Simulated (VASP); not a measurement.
A run of VASP 6.6.1 is set up as follows.

POSCAR

```
LiF
1.0
    0.0000000000      2.0342203049      2.0342203049
    2.0342203049      0.0000000000      2.0342203049
    2.0342203049      2.0342203049      0.0000000000
Li F
1 1
Direct
    0.5000000000      0.5000000000      0.5000000000
    0.0000000000      0.0000000000      0.0000000000
```

File INCAR.step1:

```
SYSTEM = LiF
PREC = Accurate
ENCUT = 520
ISMEAR = 0
SIGMA = 0.02
LREAL = .FALSE.
LASPH = .TRUE.
NELM = 100
NBANDS = 12
GGA = PE
ALGO = Normal
EDIFF = 1E-4
LWAVE = .TRUE.
LCHARG = .FALSE.
```

INCAR.step2

```
SYSTEM = LiF
PREC = Accurate
ENCUT = 520
EDIFF = 1E-7
ISMEAR = 0
SIGMA = 0.02
LREAL = .FALSE.
LASPH = .TRUE.
NELM = 100
ALGO = Normal
ISIF = 2
LWAVE = .FALSE.
LCHARG = .FALSE.
METAGGA = R2SCAN
LMIXTAU = .TRUE.
NBANDS = 12
ISTART = 1
```

Contents of KPOINTS:

```
Automatic mesh
0
G
  10 10 10
  0 0 0
```

Potentials or basis: VASP PAW PBE potentials, release 64 (Li_sv, F).

The run is started by

```bash
$ cat potpaw_PBE.64/Li_sv/POTCAR potpaw_PBE.64/F/POTCAR > POTCAR
$ cp INCAR.step1 INCAR
$ mpirun -np 1 vasp_std > vasp.out
$ cp INCAR.step2 INCAR
$ mpirun -np 1 vasp_std > vasp.out
```

(1) Predict the band gap on the k mesh.

Answers

(1) 9.98 eV.
